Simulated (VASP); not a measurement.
Here is a VASP 6.6.1 calculation.

File INCAR:

```
  PREC = Accurate
  ENCUT = 500
  EDIFF = 1E-7
  ISMEAR = -1
  SIGMA = 0.1
  LREAL = False
  LASPH = True
  NELM = 120
  ALGO = Normal
  ISIF = 3
  LWAVE = False
  LCHARG = False
  GGA = PE
  IBRION = 2
  NSW = 80
  EDIFFG = -0.01
  GGA_COMPAT = False
  NELMIN = 4
```

File KPOINTS:

```
regular mesh
0
Gamma
  9 9 7
```

The input POSCAR:

```
As
1.0
    1.8150000000     -5.4800000000      0.0000000000
    1.8150000000      5.4800000000      0.0000000000
    0.0000000000      0.0000000000      4.4500000000
As
4
Direct
    0.0980000000      0.9020000000      0.9100000000
    0.5980000000      0.4020000000      0.5900000000
    0.9020000000      0.0980000000      0.0900000000
    0.4020000000      0.5980000000      0.4100000000
```

Potentials or basis: VASP PAW PBE potentials, release 64 (As).

Command:

```sh
$ cat potpaw_PBE.64/As/POTCAR > POTCAR
$ mpirun -np 1 vasp_std > vasp.out
```

(1) Estimate the relaxed volume.

(2) Estimate the relaxed cell.

(3) Estimate the space group after relaxing (to 0.1 Å).

## Answers

(1) 24.74 Å³/atom.

(2) a = 6.024 Å, b = 6.024 Å, c = 4.647 Å, α = 90.00°, β = 90.00°, γ = 144.06°.

(3) Cmce (No. 64).
